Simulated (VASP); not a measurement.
# TiAl2N3 (R-3m) in VASP: single point with PBE

Aim: the single point of TiAl2N3 with PBE.

Everything below comes from runs of VASP 6.6.1. Logs are shortened: lines on timing, memory, paths and dates and some standing lists are left out, and cuts for length are marked.

## (1) The cell of the first run

The structure is trigonal, space group R-3m (No. 166). The conventional cell has a = 4.824 Å, b = 4.824 Å, c = 11.648 Å, α = 90.00°, β = 90.00°, γ = 120.00°. Ti (site symmetry -3m) has 6 N at 2.39 Å and 6 Al at 2.83 Å within 3.2 Å. Within 3.7 Å of Al (site symmetry 3m) lie 9 N at 2.81 Å and 3 Ti at 2.83 Å and 4 Al at 2.88 to 2.96 Å. Within 3.2 Å of N (site symmetry 2/m) lie 2 Ti at 2.39 Å and 4 N at 2.41 Å and 6 Al at 2.81 Å.

The cell was built from a structure type or drawn by symmetry, and may not be a known phase.

## (2) Single point, PBE, collinear spin

Contents of INCAR:

```
SYSTEM = TiAl2N3
  ALGO = Normal
  EDIFF = 1E-6
  ENCUT = 520
  GGA = PE
  ISIF = 2
  ISMEAR = 0
  ISPIN = 2
  LASPH = .TRUE.
  LCHARG = .FALSE.
  LMAXMIX = 4
  LORBIT = 11
  LREAL = .FALSE.
  LWAVE = .FALSE.
  MAGMOM = 1 0 0 0 0 0
  NBANDS = 30
  NELM = 150
  PREC = Accurate
  SIGMA = 0.1
```

Contents of KPOINTS:

```
k-points
0
G
  6 6 6
  0 0 0
```

Contents of POSCAR:

```
TiAl2N3
1.0
    2.4121522800      1.3926567700      3.8825079600
   -2.4121522800      1.3926567700      3.8825079600
    0.0000000000     -2.7853135400      3.8825079600
Ti Al N
1 2 3
Direct
    0.5000000000      0.5000000000      0.5000000000
    0.1235570000      0.1235570000      0.1235570000
    0.8764430000      0.8764430000      0.8764430000
    0.0000000000      0.5000000000      0.5000000000
    0.5000000000      0.5000000000      0.0000000000
    0.5000000000      0.0000000000      0.5000000000
```

Potentials or basis: VASP PAW PBE potentials, release 64 (Ti_sv, Al, N).

The run is started by

```bash
$ cat potpaw_PBE.64/Ti_sv/POTCAR potpaw_PBE.64/Al/POTCAR potpaw_PBE.64/N/POTCAR > POTCAR
$ mpirun -np 1 vasp_std > vasp.out
```

OUTCAR:

```text
SYSTEM = TiAl2N3
   EDIFF = 1E-6
   ENCUT = 520
   GGA = PE
   ISIF = 2
   ISMEAR = 0
   ISPIN = 2
   LASPH = .TRUE.
   LORBIT = 11
   LREAL = .FALSE.
   NELM = 150
   PREC = Accurate

 ion  position               nearest neighbor table
   1  0.500  0.500  0.500-   2 2.83   2 2.83   3 2.83   3 2.83   2 2.83   3 2.83
   2  0.124  0.124  0.124-   1 2.83   1 2.83   1 2.83   3 2.88   3 2.96   3 2.96   3 2.96
   3  0.876  0.876  0.876-   1 2.83   1 2.83   1 2.83   2 2.88   2 2.96   2 2.96   2 2.96
   4  0.000  0.500  0.500-
   5  0.500  0.500  0.000-
   6  0.500  0.000  0.500-

  LATTYP: Found a trigonal (rhomboedric) cell.
 ALAT       =     4.7782674224
 COS(alpha) =     0.4903188938

  Lattice vectors:

 A1 = (   2.4121522800,   1.3926567700,   3.8825079600)
 A2 = (  -2.4121522800,   1.3926567700,   3.8825079600)
 A3 = (   0.0000000000,  -2.7853135400,   3.8825079600)

Analysis of symmetry for initial positions (statically):
=====================================================================
 Subroutine PRICEL returns:
 Original cell was already a primitive cell.

 Routine SETGRP: Setting up the symmetry group for a
 trigonal (rhombohedral) supercell.

 Subroutine GETGRP returns: Found 12 space group operations
 (whereof 12 operations were pure point group operations)
 out of a pool of 12 trial point group operations.

The static configuration has the point symmetry D_3d.

Analysis of symmetry for dynamics (positions and initial velocities):
=====================================================================
 Subroutine PRICEL returns:
 Original cell was already a primitive cell.

 Routine SETGRP: Setting up the symmetry group for a
 trigonal (rhombohedral) supercell.

 Subroutine GETGRP returns: Found 12 space group operations
 (whereof 12 operations were pure point group operations)
 out of a pool of 12 trial point group operations.

The dynamic configuration has the point symmetry D_3d.

Analysis of structural, dynamic, and magnetic symmetry:
=====================================================================
 Subroutine PRICEL returns:
 Original cell was already a primitive cell.

 Routine SETGRP: Setting up the symmetry group for a
 trigonal (rhombohedral) supercell.

 Subroutine GETGRP returns: Found 12 space group operations
 (whereof 12 operations were pure point group operations)
 out of a pool of 12 trial point group operations.

The overall configuration has the point symmetry D_3d.

[... 141 lines left out ...]
 maximum number of plane-waves:      2127
   NGX = 17   NGY = 17   NGZ = 17

 number of electron      33.0000004 magnetization       0.0013711

 number of electron      33.0000004 magnetization      -0.0000467

 Free energy of the ion-electron system (eV)
  ---------------------------------------------------
  ext. energy  EPLUGINS =         0.00000000
  ---------------------------------------------------
  free energy    TOTEN  =       -33.66725145 eV

  energy without entropy =      -33.65153445  energy(sigma->0) =      -33.65939295

 E-fermi :   6.4256     XC(G=0): -10.8556

 val. band max:        6.3937917750   @ k =   0.5000   0.1667   0.0000
 cond. band min:       6.4361132191   @ k =   0.3333   0.1667   0.1667
 fundamental gap:      0.0423214441
 Fermi energy:         6.4255683972

 spin component 1

 k-point     1 :       0.0000    0.0000    0.0000
  band No.  band energies     occupation
      1     -51.0297      1.00000
      2     -27.2781      1.00000
      3     -27.2781      1.00000
      4     -27.2447      1.00000
      5      -9.1013      1.00000
      6      -5.8440      1.00000
[... 733 lines left out ...]
     27      12.4811      0.00000
     28      13.4623      0.00000

 [... further k-points ...]

 spin component 2

 k-point     1 :       0.0000    0.0000    0.0000
  band No.  band energies     occupation
      1     -51.0299      1.00000
      2     -27.2782      1.00000
      3     -27.2782      1.00000
      4     -27.2448      1.00000
      5      -9.1014      1.00000
      6      -5.8440      1.00000
[... 733 lines left out ...]
     27      12.4810      0.00000
     28      13.4622      0.00000

 [... further k-points ...]

 [bands above 28 left out]

------------------------ aborting loop because EDIFF is reached ----------------------------------------

  FORCE on cell =-STRESS in cart. coord.  units (eV):
  Direction    XX          YY          ZZ          XY          YZ          ZX
  --------------------------------------------------------------------------------------
  -------------------------------------------------------------------------------------
  Total       -4.6237312     -4.6237312    -19.7481836      0.0000000     -0.0000000      0.0000000
  in kB      -94.6652831    -94.6652834   -404.3200855      0.0000000     -0.0000000      0.0000000
  external PRESSURE =    -197.8835507 kB  Pullay stress =       0.0000000 kB

 VOLUME and BASIS-vectors are now :
 -----------------------------------------------------------------------------
  energy-cutoff  :      520.00
  volume of cell :       78.26
      direct lattice vectors                 reciprocal lattice vectors
     2.412152280  1.392656770  3.882507960     0.207283762  0.119675336  0.085855158
    -2.412152280  1.392656770  3.882507960    -0.207283762  0.119675336  0.085855158
     0.000000000 -2.785313540  3.882507960     0.000000000 -0.239350672  0.085855158

 POSITION                                       TOTAL-FORCE (eV/Angst)
 -----------------------------------------------------------------------------------
      0.00000      0.00000      5.82376        -0.000000     -0.000000      0.000000
      0.00000      0.00000      1.43913         0.000000      0.000000      0.062109
      0.00000      0.00000     10.20839         0.000000     -0.000000     -0.062109
     -1.20608     -0.69633      3.88251         0.000000     -0.000000      0.000000
      0.00000      1.39266      3.88251        -0.000000     -0.000000      0.000000
      1.20608     -0.69633      3.88251         0.000000     -0.000000      0.000000
 -----------------------------------------------------------------------------------
    total drift:                               -0.000000     -0.000000      0.000000

  FREE ENERGIE OF THE ION-ELECTRON SYSTEM (eV)
  ---------------------------------------------------
  free  energy   TOTEN  =       -33.6672514472 eV

  energy  without entropy=      -33.6515344497  energy(sigma->0) =      -33.65939295

 total charge

# of ion       s       p       d       tot
------------------------------------------
    1        2.157   6.103   1.840  10.100
    2        0.471   0.233   0.000   0.704
    3        0.471   0.233   0.000   0.704
    4        1.353   2.038   0.000   3.390
    5        1.353   2.038   0.000   3.390
    6        1.353   2.038   0.000   3.390
--------------------------------------------------
tot          7.158  12.682   1.840  21.680

 magnetization (x)

# of ion       s       p       d       tot
------------------------------------------
    1       -0.000  -0.000  -0.000  -0.000
    2       -0.000  -0.000   0.000  -0.000
    3       -0.000  -0.000   0.000  -0.000
    4       -0.000  -0.000   0.000  -0.000
    5       -0.000  -0.000   0.000  -0.000
    6       -0.000  -0.000   0.000  -0.000
--------------------------------------------------
tot         -0.000  -0.000  -0.000  -0.000
```

OSZICAR:

```text
N       E                     dE             d eps       ncg     rms          rms(c)
DAV:   1     0.259520913667E+03    0.25952E+03   -0.14788E+04  3840   0.109E+03
DAV:   2    -0.699356767839E+01   -0.26651E+03   -0.24732E+03  4002   0.302E+02
DAV:   3    -0.376717538030E+02   -0.30678E+02   -0.28963E+02  5864   0.941E+01
DAV:   4    -0.396436144184E+02   -0.19719E+01   -0.19357E+01  5192   0.201E+01
DAV:   5    -0.397021321056E+02   -0.58518E-01   -0.58503E-01  4868   0.321E+00    0.168E+01
DAV:   6    -0.434001130528E+02   -0.36980E+01   -0.37268E+01  4664   0.414E+01    0.314E+01
DAV:   7    -0.350048673880E+02    0.83952E+01   -0.37964E+01  4220   0.524E+01    0.833E+00
DAV:   8    -0.343622815194E+02    0.64259E+00   -0.29993E+00  4062   0.927E+00    0.598E+00
DAV:   9    -0.337319598012E+02    0.63032E+00   -0.16396E+00  4408   0.100E+01    0.261E+00
DAV:  10    -0.337146344149E+02    0.17325E-01   -0.11346E-01  4788   0.202E+00    0.220E+00
DAV:  11    -0.336707502697E+02    0.43884E-01   -0.50140E-02  4642   0.156E+00    0.770E-01
DAV:  12    -0.336671209882E+02    0.36293E-02   -0.12701E-02  4768   0.774E-01    0.152E-01
DAV:  13    -0.336677632672E+02   -0.64228E-03   -0.13704E-03  5124   0.219E-01    0.205E-01
DAV:  14    -0.336673356734E+02    0.42759E-03   -0.39643E-04  4442   0.146E-01    0.872E-02
DAV:  15    -0.336672514585E+02    0.84215E-04   -0.19130E-04  5558   0.818E-02    0.128E-02
DAV:  16    -0.336672518402E+02   -0.38168E-06   -0.13816E-05  4612   0.223E-02    0.488E-03
DAV:  17    -0.336672514472E+02    0.39305E-06   -0.86237E-07  3212   0.601E-03
   1 F= -.33667251E+02 E0= -.33659393E+02  d E =-.157170E-01  mag=     0.0000
```

It took 3.7 min on 1 thread of Intel Xeon Platinum 8488C (Sapphire Rapids), shared host; peak memory 0.31 GiB.

Results:

* Free energy: -33.6673 eV
* Pressure: -19.8 GPa
* Largest force: 0.062 eV/Å
* Net moment: 0.00 μB per cell
* Valence electrons inside the program's atomic spheres: Ti 10.10; Al 0.70; N 3.39

Forces on the atoms (eV/Å):
```
Ti   0.000  0.000  0.000
Al   0.000  0.000  0.062
Al   0.000  0.000 -0.062
N    0.000  0.000  0.000
N    0.000  0.000  0.000
N    0.000  0.000  0.000
```

Stress tensor (GPa, compression positive):
```
 -9.47   0.00   0.00
  0.00  -9.47   0.00
  0.00   0.00 -40.43
```

Caveat: the cell stands under tension.
